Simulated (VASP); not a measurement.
Here is a VASP 6.6.1 calculation.

The input INCAR:

```
  PREC = Accurate
  ENCUT = 520
  EDIFF = 1E-7
  ISMEAR = 0
  SIGMA = 0.05
  LREAL = False
  LASPH = True
  NELM = 100
  ALGO = Normal
  ISIF = 2
  LWAVE = False
  LCHARG = True
  GGA = PE
  IVDW = 12
  LELF = True
  LVHAR = True
  NBANDS = 16
```

The input KPOINTS:

```
regular mesh
0
Gamma
  12 12 6
```

File POSCAR:

```
SiC
1.0
    3.1791678455      0.0000000000      0.0000000000
   -1.5895839227      2.7532401171      0.0000000000
    0.0000000000      0.0000000000      4.7995896963
Si C
2 2
Direct
    0.3333333333      0.6666666667      0.0045639005
    0.6666666667      0.3333333333      0.5045639005
    0.3333333333      0.6666666667      0.4102553796
    0.6666666667      0.3333333333      0.9102553796
```

Potentials or basis: VASP PAW PBE potentials, release 64 (Si, C).

The run is started by

```console
$ cat potpaw_PBE.64/Si/POTCAR potpaw_PBE.64/C/POTCAR > POTCAR
$ mpirun -np 1 vasp_std > vasp.out
```

**Question.** Predict the band gap on the k mesh.

**Answer.** 1.03 eV, indirect (least direct gap 2.29 eV).

**Question.** What does it give for the largest force?

**Answer.** 1.352 eV/Å.

Forces on the atoms (eV/Å):
```
Si   0.000  0.000  1.352
Si   0.000  0.000  1.352
C    0.000  0.000 -1.352
C    0.000  0.000 -1.352
```

Caveat: forces of over 1 eV/Å act on the atoms, so gaps and moduli don't describe the material at rest. Expect the measured gap to be larger: semilocal functionals such as PBE lack the derivative discontinuity.
